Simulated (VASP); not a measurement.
# AgCl in VASP: notebook, part 2 of 2

VASP 6.6.1. The steps go on from the part before.

### Step 4. Single point, LDA, non-collinear spin, zero start, spin-orbit coupling (equal xy, yz and zx engineering shears of -0.5 %)

INCAR reads:

```
SYSTEM = AgCl
  PREC = Accurate
  ENCUT = 520
  EDIFF = 1E-6
  ISMEAR = 0
  SIGMA = 0.01
  LREAL = .False.
  LASPH = .True.
  NELM = 150
  ALGO = Normal
  ISIF = 2
  LWAVE = .False.
  LCHARG = .False.
  LNONCOLLINEAR = .True.
  MAGMOM = 0 0 0 0 0 0
  LORBIT = 11
  LSORBIT = .True.
  GGA_COMPAT = .False.
  LORBMOM = .True.
  LMAXMIX = 4
  GGA = CA
  NBANDS = 30
```

KPOINTS reads:

```
regular mesh
0
Gamma
  8 8 8
  0 0 0
```

POSCAR reads:

```
AgCl
1.0
   -0.0133853159      2.6703705184      2.6703705184
    2.6703705184     -0.0133853159      2.6703705184
    2.6703705184      2.6703705184     -0.0133853159
Ag Cl
1 1
Direct
    0.0000000000      0.0000000000      0.0000000000
    0.5000000000      0.5000000000      0.5000000000
```

Potentials or basis: VASP PAW LDA potentials, release 64 (Ag, Cl).

Launch:

```
$ cat potpaw_LDA.64/Ag/POTCAR potpaw_LDA.64/Cl/POTCAR > POTCAR
$ mpirun -np 1 vasp_ncl > vasp.out
```

OUTCAR:

```text
SYSTEM = AgCl
   PREC = Accurate
   ENCUT = 520
   EDIFF = 1E-6
   ISMEAR = 0
   LREAL = .False.
   LASPH = .True.
   NELM = 150
   ISIF = 2
   LNONCOLLINEAR = .True.
   LORBIT = 11
   LSORBIT = .True.
   GGA = CA

 ion  position               nearest neighbor table
   1  0.000  0.000  0.000-   2 2.68   2 2.68   2 2.68   2 2.68   2 2.68   2 2.68
   2  0.500  0.500  0.500-   1 2.68   1 2.68   1 2.68   1 2.68   1 2.68   1 2.68

  LATTYP: Found a trigonal (rhomboedric) cell.
 ALAT       =     3.7764979250
 COS(alpha) =     0.4949812503

  Lattice vectors:

 A1 = (  -0.0133853159,   2.6703705184,   2.6703705184)
 A2 = (   2.6703705184,  -0.0133853159,   2.6703705184)
 A3 = (   2.6703705184,   2.6703705184,  -0.0133853159)

Analysis of symmetry for initial positions (statically):
=====================================================================
 Subroutine PRICEL returns:
 Original cell was already a primitive cell.

 Routine SETGRP: Setting up the symmetry group for a
 trigonal (rhombohedral) supercell.

 Subroutine GETGRP returns: Found 12 space group operations
 (whereof 12 operations were pure point group operations)
 out of a pool of 12 trial point group operations.

The static configuration has the point symmetry D_3d.

Analysis of symmetry for dynamics (positions and initial velocities):
=====================================================================
 Subroutine PRICEL returns:
 Original cell was already a primitive cell.

 Routine SETGRP: Setting up the symmetry group for a
 trigonal (rhombohedral) supercell.

 Subroutine GETGRP returns: Found 12 space group operations
 (whereof 12 operations were pure point group operations)
 out of a pool of 12 trial point group operations.

The dynamic configuration has the point symmetry D_3d.

Analysis of structural, dynamic, and magnetic symmetry:
=====================================================================
 Subroutine PRICEL returns:
 Original cell was already a primitive cell.

 Routine SETGRP: Setting up the symmetry group for a
[... 1003 lines left out ...]
  1        -0.000   0.000   0.000
  2         0.000   0.000   0.000
 ----------------------------------------
            0.000   0.000   0.000

 orbital moment (z)

 # of ion     p       d       tot
 ----------------------------------------
  1        -0.000   0.000   0.000
  2        -0.000   0.000  -0.000
 ----------------------------------------
           -0.000   0.000  -0.000

 Spin-Orbit-Coupling matrix elements

 Ion:    1  E_soc:     -0.0410499
 l=   1
     0.0000000    -0.0011274    -0.0011274
    -0.0011274     0.0000000    -0.0011274
    -0.0011274    -0.0011274     0.0000000
 l=   2
     0.0000000    -0.0011713     0.0000000    -0.0011713    -0.0045430
    -0.0011713     0.0000000    -0.0034072    -0.0011713    -0.0011357
     0.0000000    -0.0034072     0.0000000    -0.0034072     0.0000000
    -0.0011713    -0.0011713    -0.0034072     0.0000000    -0.0011357
    -0.0045430    -0.0011357     0.0000000    -0.0011357     0.0000000
 l=   3
     0.0000000     0.0000000     0.0000000     0.0000000     0.0000000     0.0000000     0.0000000
     0.0000000     0.0000000     0.0000000     0.0000000     0.0000000     0.0000000     0.0000000
     0.0000000     0.0000000     0.0000000     0.0000000     0.0000000     0.0000000     0.0000000
     0.0000000     0.0000000     0.0000000     0.0000000     0.0000000     0.0000000     0.0000000
     0.0000000     0.0000000     0.0000000     0.0000000     0.0000000     0.0000000     0.0000000
     0.0000000     0.0000000     0.0000000     0.0000000     0.0000000     0.0000000     0.0000000
     0.0000000     0.0000000     0.0000000     0.0000000     0.0000000     0.0000000     0.0000000

 Ion:    2  E_soc:     -0.0036353
 l=   1
     0.0000000    -0.0006059    -0.0006059
    -0.0006059     0.0000000    -0.0006059
    -0.0006059    -0.0006059     0.0000000
 l=   2
     0.0000000     0.0000000     0.0000000     0.0000000     0.0000000
     0.0000000     0.0000000     0.0000000     0.0000000     0.0000000
     0.0000000     0.0000000     0.0000000     0.0000000     0.0000000
     0.0000000     0.0000000     0.0000000     0.0000000     0.0000000
     0.0000000     0.0000000     0.0000000     0.0000000     0.0000000
 l=   3
     0.0000000     0.0000000     0.0000000     0.0000000     0.0000000     0.0000000     0.0000000
     0.0000000     0.0000000     0.0000000     0.0000000     0.0000000     0.0000000     0.0000000
     0.0000000     0.0000000     0.0000000     0.0000000     0.0000000     0.0000000     0.0000000
     0.0000000     0.0000000     0.0000000     0.0000000     0.0000000     0.0000000     0.0000000
     0.0000000     0.0000000     0.0000000     0.0000000     0.0000000     0.0000000     0.0000000
     0.0000000     0.0000000     0.0000000     0.0000000     0.0000000     0.0000000     0.0000000
     0.0000000     0.0000000     0.0000000     0.0000000     0.0000000     0.0000000     0.0000000

 total charge

# of ion       s       p       d       tot
------------------------------------------
    1        0.241   0.187   9.352   9.781
    2        1.601   3.451   0.000   5.052
--------------------------------------------------
tot          1.842   3.638   9.352  14.833

 magnetization (x)

# of ion       s       p       d       tot
------------------------------------------
    1       -0.000   0.000   0.000  -0.000
    2        0.000   0.000   0.000   0.000
--------------------------------------------------
tot         -0.000   0.000   0.000  -0.000

 magnetization (y)

# of ion       s       p       d       tot
------------------------------------------
    1        0.000  -0.000   0.000  -0.000
    2       -0.000   0.000   0.000   0.000
--------------------------------------------------
tot         -0.000   0.000   0.000   0.000

 magnetization (z)

# of ion       s       p       d       tot
------------------------------------------
    1       -0.000   0.000   0.000  -0.000
    2        0.000   0.000   0.000   0.000
--------------------------------------------------
tot         -0.000   0.000   0.000  -0.000
```

OSZICAR:

```text
N       E                     dE             d eps       ncg     rms          rms(c)
DAV:   1     0.119446849323E+03    0.11945E+03   -0.86292E+03  3908   0.112E+03
DAV:   2    -0.548420906214E+00   -0.12000E+03   -0.11262E+03  4408   0.265E+02
DAV:   3    -0.690990212001E+01   -0.63615E+01   -0.63111E+01  4608   0.623E+01
DAV:   4    -0.697076898555E+01   -0.60867E-01   -0.60839E-01  4526   0.655E+00
DAV:   5    -0.697157195654E+01   -0.80297E-03   -0.80294E-03  4594   0.762E-01    0.897E+00
DAV:   6    -0.682316494677E+01    0.14841E+00   -0.24110E-01  4460   0.733E+00    0.592E+00
DAV:   7    -0.681806498312E+01    0.51000E-02   -0.90565E-02  4512   0.209E+00    0.220E+00
DAV:   8    -0.681543024920E+01    0.26347E-02   -0.44072E-03  4266   0.712E-01    0.623E-01
DAV:   9    -0.681529963174E+01    0.13062E-03   -0.72124E-04  4524   0.255E-01    0.201E-01
DAV:  10    -0.681529145792E+01    0.81738E-05   -0.34729E-05  4632   0.793E-02    0.272E-02
DAV:  11    -0.681529456137E+01   -0.31034E-05   -0.85525E-06  4422   0.344E-02    0.622E-03
DAV:  12    -0.681529460443E+01   -0.43060E-07   -0.51993E-07  2602   0.105E-02
   1 F= -.68152946E+01 E0= -.68152946E+01  d E =-.177297E-66  mag=     0.0000    -0.0000     0.0000
```

It took 3.3 min on 1 thread of Intel Xeon 8259CL, shared host; peak memory 0.27 GiB.

Results:

* Free energy: -6.8153 eV
* Pressure: 0.0 GPa
* Net moment: 0.00 μB per cell
* Valence electrons inside the program's atomic spheres: Ag 9.78; Cl 5.05

Moments on the atoms (μB; x, y, z):
```
Ag  0.00 0.00 0.00
Cl  0.00 0.00 0.00
```

Caveat: the cell differs from its parent crystal (equal xy, yz and zx engineering shears of -0.5 %).

### Step 5. Single point, LDA, non-collinear spin, zero start, spin-orbit coupling (equal xy, yz and zx engineering shears of +0.5 %)

INCAR reads:

```
SYSTEM = AgCl
PREC = Accurate
ENCUT = 520
EDIFF = 1E-7
ISMEAR = 0
SIGMA = 0.01
LREAL = .False.
LASPH = .True.
NELM = 150
ALGO = Normal
ISIF = 2
LWAVE = .False.
LCHARG = .False.
MAGMOM = 0 0 0 0 0 0
LORBIT = 11
LSORBIT = .True.
GGA_COMPAT = .False.
LORBMOM = .True.
LMAXMIX = 4
GGA = CA
NBANDS = 30
```

KPOINTS reads:

```
Automatic mesh
0
Gamma
  8 8 8
  0 0 0
```

POSCAR reads:

```
AgCl
1.0
    0.0133853159      2.6837558343      2.6837558343
    2.6837558343      0.0133853159      2.6837558343
    2.6837558343      2.6837558343      0.0133853159
Ag Cl
1 1
Direct
    0.0000000000      0.0000000000      0.0000000000
    0.5000000000      0.5000000000      0.5000000000
```

Potentials or basis: VASP PAW LDA potentials, release 64 (Ag, Cl).

Launch:

```
$ cat potpaw_LDA.64/Ag/POTCAR potpaw_LDA.64/Cl/POTCAR > POTCAR
$ mpirun -np 1 vasp_ncl > vasp.out
```

OUTCAR:

```text
SYSTEM = AgCl
   PREC = Accurate
   ENCUT = 520
   EDIFF = 1E-7
   ISMEAR = 0
   LREAL = .False.
   LASPH = .True.
   NELM = 150
   ISIF = 2
   LORBIT = 11
   LSORBIT = .True.
   GGA = CA

 ion  position               nearest neighbor table
   1  0.000  0.000  0.000-   2 2.68   2 2.68   2 2.68   2 2.68   2 2.68   2 2.68
   2  0.500  0.500  0.500-   1 2.68   1 2.68   1 2.68   1 2.68   1 2.68   1 2.68

  LATTYP: Found a trigonal (rhomboedric) cell.
 ALAT       =     3.7954275020
 COS(alpha) =     0.5049812504

  Lattice vectors:

 A1 = (   0.0133853159,   2.6837558343,   2.6837558343)
 A2 = (   2.6837558343,   0.0133853159,   2.6837558343)
 A3 = (   2.6837558343,   2.6837558343,   0.0133853159)

Analysis of symmetry for initial positions (statically):
=====================================================================
 Subroutine PRICEL returns:
 Original cell was already a primitive cell.

 Routine SETGRP: Setting up the symmetry group for a
 trigonal (rhombohedral) supercell.
[... 1059 lines left out ...]
 l=   3
     0.0000000     0.0000000     0.0000000     0.0000000     0.0000000     0.0000000     0.0000000
     0.0000000     0.0000000     0.0000000     0.0000000     0.0000000     0.0000000     0.0000000
     0.0000000     0.0000000     0.0000000     0.0000000     0.0000000     0.0000000     0.0000000
     0.0000000     0.0000000     0.0000000     0.0000000     0.0000000     0.0000000     0.0000000
     0.0000000     0.0000000     0.0000000     0.0000000     0.0000000     0.0000000     0.0000000
     0.0000000     0.0000000     0.0000000     0.0000000     0.0000000     0.0000000     0.0000000
     0.0000000     0.0000000     0.0000000     0.0000000     0.0000000     0.0000000     0.0000000

 Ion:    2  E_soc:     -0.0036353
 l=   1
     0.0000000    -0.0006059    -0.0006059
    -0.0006059     0.0000000    -0.0006059
    -0.0006059    -0.0006059     0.0000000
 l=   2
     0.0000000     0.0000000     0.0000000     0.0000000     0.0000000
     0.0000000     0.0000000     0.0000000     0.0000000     0.0000000
     0.0000000     0.0000000     0.0000000     0.0000000     0.0000000
     0.0000000     0.0000000     0.0000000     0.0000000     0.0000000
     0.0000000     0.0000000     0.0000000     0.0000000     0.0000000
 l=   3
     0.0000000     0.0000000     0.0000000     0.0000000     0.0000000     0.0000000     0.0000000
     0.0000000     0.0000000     0.0000000     0.0000000     0.0000000     0.0000000     0.0000000
     0.0000000     0.0000000     0.0000000     0.0000000     0.0000000     0.0000000     0.0000000
     0.0000000     0.0000000     0.0000000     0.0000000     0.0000000     0.0000000     0.0000000
     0.0000000     0.0000000     0.0000000     0.0000000     0.0000000     0.0000000     0.0000000
     0.0000000     0.0000000     0.0000000     0.0000000     0.0000000     0.0000000     0.0000000
     0.0000000     0.0000000     0.0000000     0.0000000     0.0000000     0.0000000     0.0000000

 total charge

# of ion       s       p       d       tot
------------------------------------------
    1        0.241   0.187   9.352   9.781
    2        1.601   3.451   0.000   5.052
--------------------------------------------------
tot          1.842   3.638   9.352  14.833

 magnetization (x)

# of ion       s       p       d       tot
------------------------------------------
    1       -0.000   0.000   0.000  -0.000
    2        0.000   0.000   0.000   0.000
--------------------------------------------------
tot         -0.000   0.000   0.000  -0.000

 magnetization (y)

# of ion       s       p       d       tot
------------------------------------------
    1        0.000  -0.000   0.000   0.000
    2       -0.000   0.000   0.000  -0.000
--------------------------------------------------
tot          0.000  -0.000   0.000   0.000

 magnetization (z)

# of ion       s       p       d       tot
------------------------------------------
    1        0.000   0.000   0.000   0.000
    2        0.000  -0.000   0.000  -0.000
--------------------------------------------------
tot          0.000  -0.000   0.000  -0.000
```

OSZICAR:

```text
N       E                     dE             d eps       ncg     rms          rms(c)
DAV:   1     0.119157395202E+03    0.11916E+03   -0.85716E+03  3916   0.111E+03
DAV:   2    -0.626994719922E+00   -0.11978E+03   -0.11196E+03  4370   0.266E+02
DAV:   3    -0.691133125618E+01   -0.62843E+01   -0.62362E+01  4612   0.619E+01
DAV:   4    -0.697078572444E+01   -0.59454E-01   -0.59428E-01  4550   0.649E+00
DAV:   5    -0.697157168678E+01   -0.78596E-03   -0.78594E-03  4638   0.755E-01    0.897E+00
DAV:   6    -0.682316481698E+01    0.14841E+00   -0.24135E-01  4474   0.733E+00    0.592E+00
DAV:   7    -0.681806265900E+01    0.51022E-02   -0.90552E-02  4542   0.209E+00    0.220E+00
DAV:   8    -0.681542807920E+01    0.26346E-02   -0.44082E-03  4242   0.712E-01    0.620E-01
DAV:   9    -0.681529872441E+01    0.12935E-03   -0.71927E-04  4554   0.255E-01    0.200E-01
DAV:  10    -0.681529061283E+01    0.81116E-05   -0.34662E-05  4640   0.792E-02    0.271E-02
DAV:  11    -0.681529369475E+01   -0.30819E-05   -0.84458E-06  4398   0.342E-02    0.634E-03
DAV:  12    -0.681529374284E+01   -0.48094E-07   -0.52693E-07  4444   0.104E-02
   1 F= -.68152937E+01 E0= -.68152937E+01  d E =-.155638E-70  mag=     0.0000     0.0000     0.0000
```

stdout:

```text
POSCAR found type information on POSCAR AgCl
 POSCAR found :  2 types and       2 ions
 scaLAPACK will be used
 LDA part: xc-table for (Slater(with rela. corr.)+CA(PZ))
 , standard interpolation
 POSCAR, INCAR and KPOINTS ok, starting setup
 FFT: planning ... GRIDC
 FFT: planning ... GRID_SOFT
 FFT: planning ... GRID
 WAVECAR not read
 entering main loop
```

It took 2.7 min on 1 thread of Intel Xeon 8259CL, shared host; peak memory 0.27 GiB.

What came out:

| Item | Value |
| --- | --- |
| Free energy | -6.8153 eV |
| Pressure | 0.0 GPa |
| Net moment | 0.00 μB per cell |
| Valence electrons inside the program's atomic spheres | Ag 9.78; Cl 5.05 |

Moments on the atoms (μB; x, y, z):
```
Ag  0.00 0.00 0.00
Cl  0.00 0.00 0.00
```

Caveat: the cell differs from its parent crystal (equal xy, yz and zx engineering shears of +0.5 %).

### Step 6. Single point, LDA, non-collinear spin, zero start, spin-orbit coupling (0.01, 0.01] A)

INCAR reads:

```
SYSTEM = AgCl
ALGO     = Normal         ! electronic algorithm
EDIFF    = 1E-6           ! SCF threshold, eV
ENCUT    = 520            ! plane-wave cutoff, eV
GGA_COMPAT= .FALSE.      
ISIF     = 2              ! what is computed and relaxed
ISMEAR   = 0              ! smearing method
LASPH    = .TRUE.         ! aspherical terms in the spheres
LCHARG   = .TRUE.         ! write CHGCAR
LMAXMIX  = 4              ! l up to which the mixer works
LORBIT   = 11             ! projections on sites
LORBMOM  = .TRUE.       
LREAL    = .FALSE.        ! projectors in reciprocal space
LSORBIT  = .TRUE.         ! spin-orbit coupling
LVHAR    = .TRUE.       
LWAVE    = .FALSE.        ! write WAVECAR
MAGMOM   = 0 0 0 0 0 0    ! initial moments
NBANDS   = 30             ! bands
NELM     = 150            ! most SCF steps
PREC     = Accurate       ! precision mode
SIGMA    = 0.01           ! smearing width, eV
```

KPOINTS reads:

```
k-points
0
G
  8 8 8
  0 0 0
```

POSCAR reads:

```
AgCl
1.0
    0.0000000000      2.6770631764      2.6770631764
    2.6770631764      0.0000000000      2.6770631764
    2.6770631764      2.6770631764      0.0000000000
Ag Cl
1 1
Direct
    0.0018677183      0.0018677183      0.0018677183
    0.5000000000      0.5000000000      0.5000000000
```

Potentials or basis: VASP PAW LDA potentials, release 64 (Ag, Cl).

Launch:

```
$ cat potpaw_LDA.64/Ag/POTCAR potpaw_LDA.64/Cl/POTCAR > POTCAR
$ mpirun -np 1 vasp_ncl > vasp.out
```

OUTCAR:

```text
SYSTEM = AgCl
   EDIFF = 1E-6
   ENCUT = 520
   ISIF = 2
   ISMEAR = 0
   LASPH = .TRUE.
   LORBIT = 11
   LREAL = .FALSE.
   LSORBIT = .TRUE.
   NELM = 150
   PREC = Accurate

 ion  position               nearest neighbor table
   1  0.002  0.002  0.002-   2 2.67   2 2.67   2 2.67   2 2.69   2 2.69   2 2.69
   2  0.500  0.500  0.500-   1 2.67   1 2.67   1 2.67   1 2.69   1 2.69   1 2.69

  LATTYP: Found a face centered cubic cell.
 ALAT       =     5.3541263528

  Lattice vectors:

 A1 = (   0.0000000000,   2.6770631764,   2.6770631764)
 A2 = (   2.6770631764,   0.0000000000,   2.6770631764)
 A3 = (   2.6770631764,   2.6770631764,   0.0000000000)

Analysis of symmetry for initial positions (statically):
[... 1083 lines left out ...]
 l=   3
     0.0000000     0.0000000     0.0000000     0.0000000     0.0000000     0.0000000     0.0000000
     0.0000000     0.0000000     0.0000000     0.0000000     0.0000000     0.0000000     0.0000000
     0.0000000     0.0000000     0.0000000     0.0000000     0.0000000     0.0000000     0.0000000
     0.0000000     0.0000000     0.0000000     0.0000000     0.0000000     0.0000000     0.0000000
     0.0000000     0.0000000     0.0000000     0.0000000     0.0000000     0.0000000     0.0000000
     0.0000000     0.0000000     0.0000000     0.0000000     0.0000000     0.0000000     0.0000000
     0.0000000     0.0000000     0.0000000     0.0000000     0.0000000     0.0000000     0.0000000

 total charge

# of ion       s       p       d       tot
------------------------------------------
    1        0.242   0.188   9.352   9.781
    2        1.601   3.451   0.000   5.052
--------------------------------------------------
tot          1.842   3.639   9.352  14.833

 magnetization (x)

# of ion       s       p       d       tot
------------------------------------------
    1        0.000   0.000  -0.000  -0.000
    2        0.000  -0.000   0.000  -0.000
--------------------------------------------------
tot          0.000  -0.000  -0.000  -0.000

 magnetization (y)

# of ion       s       p       d       tot
------------------------------------------
    1        0.000   0.000   0.000   0.000
    2       -0.000  -0.000   0.000  -0.000
--------------------------------------------------
tot          0.000  -0.000   0.000  -0.000

 magnetization (z)

# of ion       s       p       d       tot
------------------------------------------
    1        0.000   0.000  -0.000  -0.000
    2        0.000   0.000   0.000   0.000
--------------------------------------------------
tot          0.000   0.000  -0.000  -0.000
```

Wall time 5.5 min (1 thread of Intel Xeon 8259CL, shared host); peak memory 0.34 GiB.

What came out:

- Free energy: -6.8151 eV
- Pressure: 0.0 GPa
- Largest force: 0.029 eV/Å
- Net moment: 0.00 μB per cell
- Valence electrons inside the program's atomic spheres: Ag 9.78; Cl 5.05

Forces on the atoms (eV/Å):
```
Ag  -0.017 -0.017 -0.017
Cl   0.017  0.017  0.017
```

Moments on the atoms (μB; x, y, z):
```
Ag  0.00 0.00 0.00
Cl  0.00 0.00 0.00
```

Caveat: the cell differs from its parent crystal (0.01, 0.01] A).

### Step 7. Summary

| cell | pressure (GPa) | moment (μB) |
| --- | --- | --- |
| a = 3.776, b = 3.776, c = 3.786 Å, angles 59.9, 59.9, 60.2°, 2 atoms, atomic positions A | 0.3 | 0.00 |
| a = 3.795, b = 3.795, c = 3.786 Å, angles 60.1, 60.1, 59.8°, 2 atoms, atomic positions A | -0.4 | 0.00 |
| a = 3.776 Å, angles 60.3°, 2 atoms, atomic positions A | 0.0 | 0.00 |
| a = 3.795 Å, angles 59.7°, 2 atoms, atomic positions A | 0.0 | 0.00 |
| a = 3.786 Å, angles 60.0°, 2 atoms, atomic positions B | 0.0 | 0.00 |

Alike in all rows: task single point; level LDA; potentials or basis VASP PAW LDA potentials, release 64 (Ag, Cl); spin non-collinear, zero start, SOC; k mesh 8 × 8 × 8; cutoff (eV) 520; smearing gaussian 0.01 eV.

Total energies depend on the potentials used, so only differences within one code and one set of settings carry meaning.
